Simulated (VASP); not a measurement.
Here is a VASP 6.6.1 calculation.

File POSCAR:

```
BN
1.0
    2.5439665232      0.0000000000     -0.0763189957
   -1.2719832616      2.2031396355      0.0381594978
   -0.1262323480      0.0000000000      4.2077449317
B N
2 2
Direct
    0.6666666667      0.3333333333      0.9997995909
    0.3333333333      0.6666666667      0.4997995909
    0.6666666667      0.3333333333      0.6252004091
    0.3333333333      0.6666666667      0.1252004091
```

File INCAR.step1:

```
PREC = Accurate
ENCUT = 520
ISMEAR = 0
SIGMA = 0.05
LREAL = F
LASPH = T
NELM = 80
NBANDS = 16
GGA = PE
ALGO = Normal
EDIFF = 1E-4
LWAVE = T
LCHARG = F
```

File INCAR.step2:

```
PREC = Accurate
ENCUT = 520
EDIFF = 1E-7
ISMEAR = 0
SIGMA = 0.05
LREAL = F
LASPH = T
NELM = 80
ALGO = Normal
ISIF = 2
LWAVE = F
LCHARG = F
METAGGA = R2SCAN
LMIXTAU = T
NBANDS = 16
ISTART = 1
```

Contents of KPOINTS:

```
Automatic mesh
0
Gamma
  12 12 6
```

Potentials or basis: VASP PAW PBE potentials, release 64 (B, N).

Run with:

```sh
$ cat potpaw_PBE.64/B/POTCAR potpaw_PBE.64/N/POTCAR > POTCAR
$ cp INCAR.step1 INCAR
$ mpirun -np 1 vasp_std > vasp.out
$ cp INCAR.step2 INCAR
$ mpirun -np 1 vasp_std > vasp.out
```

Estimate the band gap on the k mesh.

5.61 eV (least direct gap 8.74 eV).

What does it give for the pressure?

1.8 GPa.

Predict the largest force.

0.159 eV/Å.

Stress tensor (GPa, compression positive):
```
 1.63  0.00 21.13
 0.00  1.67  0.00
21.13  0.00  2.24
```

Caveat: the cell differs from its parent crystal (strain -0.0600 x Voigt [0, 0, 0, 0, 1, 0]); the PAW data sets were made with another functional, which shifts forces and pressure a little. A k mesh can miss the band edges.
